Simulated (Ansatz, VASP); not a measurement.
Fe: VASP beside Ansatz

The input POSCAR:

```
Fe
1.0
    0.0000000000      1.7403442932      1.7612863204
    1.3430229657      0.0000000000      1.7612863204
    1.3430229657      1.7403442932      0.0000000000
Fe
1
Direct
    0.0000000000      0.0000000000      0.0000000000
```

INCAR.step1

```
  PREC = Accurate
  ENCUT = 520
  ISMEAR = -1
  SIGMA = 0.1
  LREAL = False
  LASPH = True
  NELM = 150
  ISPIN = 2
  MAGMOM = 3
  LMAXMIX = 4
  NBANDS = 14
  GGA = PE
  ALGO = Normal
  EDIFF = 1E-4
  LWAVE = True
  LCHARG = False
```

INCAR.step2

```
  PREC = Accurate
  ENCUT = 520
  EDIFF = 1E-6
  ISMEAR = -1
  SIGMA = 0.1
  LREAL = False
  LASPH = True
  NELM = 150
  ALGO = Normal
  ISIF = 2
  LWAVE = False
  LCHARG = False
  ISPIN = 2
  MAGMOM = 3
  LORBIT = 11
  LMAXMIX = 4
  METAGGA = R2SCAN
  LMIXTAU = True
  NBANDS = 14
  ISTART = 1
```

File KPOINTS:

```
regular mesh
0
Gamma
  14 14 14
```

Input for Ansatz:

```yaml
crystal:
  lattice:
    - [0.0, 1.7403442932, 1.7612863204]
    - [1.3430229657, 0.0, 1.7612863204]
    - [1.3430229657, 1.7403442932, 0.0]
  atoms:
    - { symbol: Fe, position: [0.0, 0.0, 0.0], spin: 3.0 }
magnetization:
  spin_polarized: true
kpoints:
  mp_grid: { grid: [14, 14, 14] }
scf:
  occupations: { method: fermi_dirac, width: 0.1 }
  lower_state_search: "off"
hamiltonian:
  xc: r2scan
  pseudopotentials: { kind: paw }
output:
  forces: true
  stress: true
  eigenvalues: true
  populations: true
```

Change from the starting cell: volume scaled by 0.72, PAW files.

Alike in both runs: task single point; functional r2SCAN; k mesh 14 × 14 × 14; occupations fermi-dirac, width 0.1 eV; collinear spin.

|  | VASP | Ansatz |
| --- | --- | --- |
| version | VASP 6.6.1 | Ansatz 0.2.0 |
| potentials or method | VASP PAW PBE potentials, release 64 (Fe) | PAW with Ansatz's default frozen-core files, scalar-relativistic |
| plane-wave cutoff (eV) | 520 | 500 |
| valence electrons in the cell | 8 | 16 |

VASP gave:

* pressure (GPa): 135.7
* traceless stress, the component that is largest in VASP (GPa): -14.49
* net moment per atom (μB): 1.95
* size of the moment on the site where the two differ most (μB): 1.90

Task: Estimate Ansatz's values.

Result: Pressure (GPa): 134.0; traceless stress, the component that is largest in VASP (GPa): -14.35; net moment per atom (μB): 1.93; size of the moment on the site where the two differ most (μB): 1.98.

VASP's potentials were made for PBE, not for r2SCAN. Site moments also hang on the region over which each program counts them. Both programs put the cell under a high pressure, so it lies far from rest at this level. VASP's potentials hold 8 valence electrons a cell and Ansatz's 16, so a difference there can come from the potentials and not from the codes. Ansatz's warnings: stability check not made.

Noted on VASP's run: the cell as given lies far from equilibrium.
